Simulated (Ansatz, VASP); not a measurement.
Two plane-wave programs on CaCu2S2

The input POSCAR:

```
CaCu2S2
1.0
    3.9399999606      0.0000000000      0.0000000000
   -1.9699999803      3.4121400568      0.0000000000
    0.0000000000      0.0000000000      6.5230000000
Ca Cu S
1 2 2
Direct
    0.0000000000      0.0000000000      0.0000000000
    0.3333333333      0.6666666667      0.3725653500
    0.6666666667      0.3333333333      0.6274346500
    0.3333333333      0.6666666667      0.7414966921
    0.6666666667      0.3333333333      0.2585033079
```

The input INCAR.step1:

```
  ALGO = Normal
  EDIFF = 1E-4
  ENCUT = 520
  GGA = PE
  ISMEAR = -1
  LASPH = True
  LCHARG = False
  LREAL = False
  LWAVE = True
  NBANDS = 30
  NELM = 80
  PREC = Accurate
  SIGMA = 0.02
```

File INCAR.step2:

```
  ALGO = Normal
  EDIFF = 1E-8
  ENCUT = 520
  ISIF = 2
  ISMEAR = -1
  ISTART = 1
  LASPH = True
  LCHARG = False
  LEFG = True
  LMIXTAU = True
  LREAL = False
  LWAVE = False
  METAGGA = R2SCAN
  NBANDS = 30
  NELM = 80
  PREC = Accurate
  SIGMA = 0.02
```

Contents of KPOINTS:

```
k-points
0
Gamma
  8 8 5
```

Input for Ansatz:

```yaml
crystal:
  lattice:
    - [3.9399999606, 0.0, 0.0]
    - [-1.9699999803, 3.4121400568, 0.0]
    - [0.0, 0.0, 6.523]
  atoms:
    - { symbol: Ca, position: [0.0, 0.0, 0.0] }
    - { symbol: Cu, position: [0.3333333333, 0.6666666667, 0.37256535] }
    - { symbol: Cu, position: [0.6666666667, 0.3333333333, 0.62743465] }
    - { symbol: S, position: [0.3333333333, 0.6666666667, 0.7414966921] }
    - { symbol: S, position: [0.6666666667, 0.3333333333, 0.2585033079] }
kpoints:
  mp_grid: { grid: [8, 8, 5] }
scf:
  occupations: { method: fermi_dirac, width: 0.02 }
hamiltonian:
  xc: r2scan
  pseudopotentials: { kind: paw }
output:
  forces: true
  stress: true
  populations: true
  efg:
    quadrupole_moments_barn: { Ca: -0.0408, Cu: -0.22, S: -0.0694 }
    contact_densities: true
```

Alike in both runs: task electric field gradients; functional r2SCAN; k mesh 8 × 8 × 5; occupations fermi-dirac, width 0.02 eV; no spin polarisation.

|  | VASP | Ansatz |
| --- | --- | --- |
| version | VASP 6.6.1 | Ansatz 0.2.0 |
| potentials or method | VASP PAW PBE potentials, release 64 (Ca_sv, Cu, S) | plane-wave PAW, scalar-relativistic |
| plane-wave cutoff (eV) | 520 | 500 |
| valence electrons in the cell | 44 | 60 |

|  | VASP | Ansatz | Ansatz less VASP |
| --- | --- | --- | --- |
| gap on the k mesh at the Fermi level (eV) | 1.54 | 1.52 | -0.012 |
| pressure (GPa) | -1.9 | -2.1 | -0.23 |
| traceless stress, the component that is largest in VASP (GPa) | 0.50 | 0.49 | -0.010 |
| rms of the force components (eV/Å) | 0.034 | 0.029 | -0.0053 |
| size of Vzz on the site where it differs most (V/Å²) | 8.4 | 8.9 | +0.51 |

VASP's potentials were made for PBE, not for r2SCAN. Atom by atom the forces differ by 0.006 eV/Å (rms over components). VASP's potentials hold 44 valence electrons a cell and Ansatz's 60, so a difference there can come from the potentials and not from the codes.
